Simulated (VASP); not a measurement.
# CdSe (P6_3mc) in VASP: single point with PBE

Aim: the single point of CdSe with PBE.

Program: VASP 6.6.1. These are calculated values, not measurements. Logs are shortened: lines on timing, memory, paths and dates and some standing lists are left out, and cuts for length are marked.

## (1) The cell of the first run

Symmetry: P6_3mc, No. 186, hexagonal system. Conventional cell: a = 4.266 Å, b = 4.266 Å, c = 6.965 Å, α = 90.00°, β = 90.00°, γ = 120.00°. Within 3.4 Å of Cd (site symmetry 3m) lie 4 Se at 2.59 to 2.68 Å. Within 3.4 Å of Se (site symmetry 3m) lie 4 Cd at 2.59 to 2.68 Å.

## (2) Single point, PBE

Contents of INCAR:

```
SYSTEM = CdSe
ALGO = Normal
EDIFF = 1E-6
ENCUT = 520
GGA = PE
ISIF = 2
ISMEAR = -1
LASPH = .TRUE.
LCHARG = .FALSE.
LREAL = .FALSE.
LWAVE = .FALSE.
NBANDS = 26
NELM = 80
PREC = Accurate
SIGMA = 0.1
```

Contents of KPOINTS:

```
k-points
0
G
  7 7 4
  0 0 0
```

Contents of POSCAR:

```
CdSe
1.0
    4.2660100000      0.0000000000      0.0000000000
   -2.1330050000      3.6944740000      0.0000000000
    0.0000000000      0.0000000000      6.9645100000
Cd Se
2 2
Direct
    0.3333300000      0.6666700000      0.0000000000
    0.6666600000      0.3333300000      0.5000000000
    0.3333300000      0.6666700000      0.3850000000
    0.6666600000      0.3333300000      0.8850000000
```

Potentials or basis: VASP PAW PBE potentials, release 64 (Cd, Se).

Launch:

```sh
> cat potpaw_PBE.64/Cd/POTCAR potpaw_PBE.64/Se/POTCAR > POTCAR
> mpirun -np 1 vasp_std > vasp.out
```

OUTCAR:

```text
SYSTEM = CdSe
   EDIFF = 1E-6
   ENCUT = 520
   GGA = PE
   ISIF = 2
   ISMEAR = -1
   LASPH = .TRUE.
   LREAL = .FALSE.
   NELM = 80
   PREC = Accurate

 ion  position               nearest neighbor table
   1  0.333  0.667  0.000-   4 2.59   4 2.59   4 2.59   3 2.68
   2  0.667  0.333  0.500-   3 2.59   3 2.59   3 2.59   4 2.68
   3  0.333  0.667  0.385-   2 2.59   2 2.59   2 2.59   1 2.68
   4  0.667  0.333  0.885-   1 2.59   1 2.59   1 2.59   2 2.68

  LATTYP: Found a hexagonal cell.
 ALAT       =     4.2660100000
 C/A-ratio  =     1.6325582922

  Lattice vectors:

 A1 = (   4.2660100000,   0.0000000000,   0.0000000000)
 A2 = (  -2.1330050000,   3.6944740000,   0.0000000000)
 A3 = (   0.0000000000,   0.0000000000,   6.9645100000)

Analysis of symmetry for initial positions (statically):
=====================================================================
 Subroutine PRICEL returns:
 Original cell was already a primitive cell.

 Routine SETGRP: Setting up the symmetry group for a
 hexagonal supercell.

 Subroutine GETGRP returns: Found  4 space group operations
 (whereof  1 operations were pure point group operations)
 out of a pool of 24 trial point group operations.

The static configuration has the point symmetry C_1 .
 The point group associated with its full space group is C_2v.

Analysis of symmetry for dynamics (positions and initial velocities):
=====================================================================
 Subroutine PRICEL returns:
 Original cell was already a primitive cell.

 Routine SETGRP: Setting up the symmetry group for a
 hexagonal supercell.

 Subroutine GETGRP returns: Found  4 space group operations
 (whereof  1 operations were pure point group operations)
 out of a pool of 24 trial point group operations.

The dynamic configuration has the point symmetry C_1 .
 The point group associated with its full space group is C_2v.

 Subroutine INISYM returns: Found  4 space group operations
 (whereof  1 operations are pure point group operations),
 and found     1 'primitive' translations

----------------------------------------------------------------------------------------

                                     Primitive cell

  volume of cell :     109.7653

  direct lattice vectors                    reciprocal lattice vectors
     4.266010000  0.000000000  0.000000000     0.234411077  0.135337263  0.000000000
    -2.133005000  3.694474000  0.000000000     0.000000000  0.270674526  0.000000000
[... 89 lines left out ...]
   EDIFF  = 0.1E-05   stopping-criterion for ELM
   LREAL  =      F    real-space projection
   EDIFFG = 0.1E-04   stopping-criterion for IOM
   NSW    =      0    number of steps for IOM
   IBRION =     -1    ionic relax: 0-MD 1-quasi-New 2-CG
   NFREE  =      0    steps in history (QN), initial steepest desc. (CG)
   ISIF   =      2    stress and relaxation
   ISYM   =      2    0-nonsym 1-usesym 2-fastsym
   POTIM  = 0.5000    time-step for ionic-motion
   TEBEG  =    0.0;   TEEND  =   0.0 temperature during run
   PSTRESS=    0.0 pullay stress
   NELECT =      36.0000    total number of electrons
   NUPDOWN=      -1.0000    fix difference up-down
   EMIN   =  10.00;   EMAX   =-10.00  energy-range for DOS
   EFERMI =   0.00;   METHOD = LEGACY
   ISMEAR =    -1;   SIGMA  =   0.10  broadening in eV -4-tet -1-fermi 0-gaus
   EFERMI_NEDOS =   21; number of points for ismear=-14 and -15
   IALGO  =     38    algorithm
   IMIX   =      4    mixing-type and parameters
     AMIX     =   0.40;   BMIX     =  1.00
     AMIX_MAG =   1.60;   BMIX_MAG =  1.00
  volume/ion in A,a.u.               =      27.44       185.18
  Fermi-wavevector in a.u.,A,eV,Ry     =   1.128983  2.133468 17.342014  1.274602
  Thomas-Fermi vector in A             =   2.265675
   LORBIT       =      0    0 simple, 1 ext, 2 COOP (PROOUT), +10 PAW based schemes
   GGA     = PE    functional components
   LHFCALC =     F    Hartree Fock is set to
   AEXX    =    0.0000 exact exchange contribution
   IVDW    =     0    specifies the selected vdW correction
   LEPSILON=     F    determine dielectric tensor
   LRPA    =     F    only Hartree local field effects (RPA)
 non-spin polarized calculation
  energy-cutoff  :      520.00
  volume of cell :      109.77
 maximum number of plane-waves:      2984
   NGX = 15   NGY = 15   NGZ = 25

 number of electron      35.9999999 magnetization

 Free energy of the ion-electron system (eV)
  ---------------------------------------------------
  ext. energy  EPLUGINS =         0.00000000
  ---------------------------------------------------
  free energy    TOTEN  =       -10.83708558 eV

  energy without entropy =      -10.83641770  energy(sigma->0) =      -10.83675164

 E-fermi :   1.6103     XC(G=0):  -8.9910

 val. band max:        1.1307393660   @ k =   0.0000   0.0000   0.0000
 cond. band min:       1.8848252309   @ k =   0.0000   0.0000   0.0000
 fundamental gap:      0.7540858649
 Fermi energy:         1.6103258576

 k-point     1 :       0.0000    0.0000    0.0000
  band No.  band energies     occupation
      1     -11.6033      2.00000
      2     -11.2161      2.00000
      3      -6.8909      2.00000
      4      -6.8909      2.00000
      5      -6.8318      2.00000
      6      -6.8318      2.00000
[... 685 lines left out ...]
     25       8.6590      0.00000
     26       9.1222      0.00000

 [... further k-points ...]

------------------------ aborting loop because EDIFF is reached ----------------------------------------

  FORCE on cell =-STRESS in cart. coord.  units (eV):
  Direction    XX          YY          ZZ          XY          YZ          ZX
  --------------------------------------------------------------------------------------
  -------------------------------------------------------------------------------------
  Total        3.8609652      3.8617563      2.2010053      0.0000000      0.0000000      0.0000000
  in kB       56.3561628     56.3677103     32.1267369      0.0000000      0.0000000      0.0000000
  external PRESSURE =      48.2835367 kB  Pullay stress =       0.0000000 kB

 VOLUME and BASIS-vectors are now :
 -----------------------------------------------------------------------------
  energy-cutoff  :      520.00
  volume of cell :      109.77
      direct lattice vectors                 reciprocal lattice vectors
     4.266010000  0.000000000  0.000000000     0.234411077  0.135337263  0.000000000
    -2.133005000  3.694474000  0.000000000     0.000000000  0.270674526  0.000000000
     0.000000000  0.000000000  6.964510000     0.000000000  0.000000000  0.143585119

 POSITION                                       TOTAL-FORCE (eV/Angst)
 -----------------------------------------------------------------------------------
     -0.00002      2.46299      0.00000         0.000000     -0.000152      0.317202
      2.13298      1.23148      3.48225         0.000000      0.000152      0.317202
     -0.00002      2.46299      2.68134         0.000000     -0.000165     -0.317202
      2.13298      1.23148      6.16359         0.000000      0.000165     -0.317202
 -----------------------------------------------------------------------------------
    total drift:                               -0.000000      0.000000      0.000169

  FREE ENERGIE OF THE ION-ELECTRON SYSTEM (eV)
  ---------------------------------------------------
  free  energy   TOTEN  =       -10.8370855845 eV

  energy  without entropy=      -10.8364176993  energy(sigma->0) =      -10.83675164
```

OSZICAR:

```text
N       E                     dE             d eps       ncg     rms          rms(c)
DAV:   1     0.244689159751E+03    0.24469E+03   -0.17276E+04  2496   0.125E+03
DAV:   2     0.110461394630E+01   -0.24358E+03   -0.23635E+03  2750   0.313E+02
DAV:   3    -0.114823741276E+02   -0.12587E+02   -0.12522E+02  3002   0.711E+01
DAV:   4    -0.115836599662E+02   -0.10129E+00   -0.10118E+00  2732   0.600E+00
DAV:   5    -0.115842847668E+02   -0.62480E-03   -0.62478E-03  2814   0.454E-01    0.936E+00
DAV:   6    -0.108730830104E+02    0.71120E+00   -0.12216E+00  3036   0.112E+01    0.727E+00
DAV:   7    -0.108396037367E+02    0.33479E-01   -0.56730E-01  2604   0.387E+00    0.255E+00
DAV:   8    -0.108367321691E+02    0.28716E-02   -0.63528E-02  2612   0.255E+00    0.416E-01
DAV:   9    -0.108368597162E+02   -0.12755E-03   -0.79232E-03  2736   0.103E+00    0.125E-01
DAV:  10    -0.108369950355E+02   -0.13532E-03   -0.86087E-04  2626   0.323E-01    0.732E-02
DAV:  11    -0.108370822773E+02   -0.87242E-04   -0.18615E-04  2608   0.785E-02    0.278E-02
DAV:  12    -0.108370842526E+02   -0.19753E-05   -0.26001E-05  2982   0.542E-02    0.953E-03
DAV:  13    -0.108370854020E+02   -0.11493E-05   -0.87059E-06  2560   0.299E-02    0.162E-03
DAV:  14    -0.108370855845E+02   -0.18253E-06   -0.57512E-07  2032   0.409E-03
   1 F= -.10837086E+02 E0= -.10836752E+02  d E =-.667885E-03
```

stdout:

```text
POSCAR found type information on POSCAR CdSe
 POSCAR found :  2 types and       4 ions
 scaLAPACK will be used
 LDA part: xc-table for (Slater+PW92), standard interpolation
 POSCAR, INCAR and KPOINTS ok, starting setup
 FFT: planning ... GRIDC
 FFT: planning ... GRID_SOFT
 FFT: planning ... GRID
 WAVECAR not read
 entering main loop
```

Wall time 44 s (1 thread of Intel Xeon 6975P-C (Granite Rapids), shared host); peak memory 0.29 GiB.

Results:

```yaml
Free_energy: -10.8371 eV
Pressure: 4.8 GPa
Largest_force: 0.317 eV/Å
Band_gap_on_the_k_mesh: 0.75 eV, direct
```

Forces on the atoms (eV/Å):
```
Cd   0.000  0.000  0.317
Cd   0.000  0.000  0.317
Se   0.000  0.000 -0.317
Se   0.000  0.000 -0.317
```

As with any semilocal functional, this PBE gap is likely too small.
